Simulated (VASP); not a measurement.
Set up this calculation in VASP 6.6.1, as the native input.

- Task: single point
- Functional: LDA
- Potentials or basis: VASP PAW LDA potentials, release 64 (B, P)
- Cutoff: 500 eV
- k mesh: 15 × 15 × 15
- Occupations: fermi-dirac, width 0.1 eV
- Spin: no spin polarisation
- Dipole correction: no
- Further INCAR settings: ALGO = Normal; EDIFF = 1e-06; NBANDS = 11

The structure of BP (rocksalt type) lies in POSCAR:

```
BP
1.0
    0.0000000000      1.7474285077      1.7474285077
    1.7474285077      0.0000000000      1.7474285077
    1.7474285077      1.7474285077      0.0000000000
B P
1 1
Direct
    0.0000000000      0.0000000000      0.0000000000
    0.5000000000      0.5000000000      0.5000000000
```

This cell differs from its parent crystal: volume scaled by 0.55.

One way to write it, as run:

INCAR

```
ALGO = Normal ; EDIFF = 1E-6
ENCUT = 500 ; GGA = CA
GGA_COMPAT = F ; ISIF = 2
ISMEAR = -1 ; LASPH = T
LCHARG = F ; LREAL = F
LWAVE = F ; NBANDS = 11
NELM = 120 ; PREC = Accurate
SIGMA = 0.1
```

KPOINTS

```
k-points
0
Gamma
  15 15 15
```

Potentials or basis: VASP PAW LDA potentials, release 64 (B, P).

The run is started by

```bash
$ cat potpaw_LDA.64/B/POTCAR potpaw_LDA.64/P/POTCAR > POTCAR
$ mpirun -np 1 vasp_std > vasp.out
```

Results of the run:

```json
{"Pressure": "297.0 GPa", "Band gap on the k mesh": "zero (band 4 reaches 21.92 eV, above the bottom of band 5 at 19.51 eV)"}
```

Run time: 16 s on 1 thread of Intel Xeon 8259CL, with other jobs on the host, peak memory 0.12 GiB.
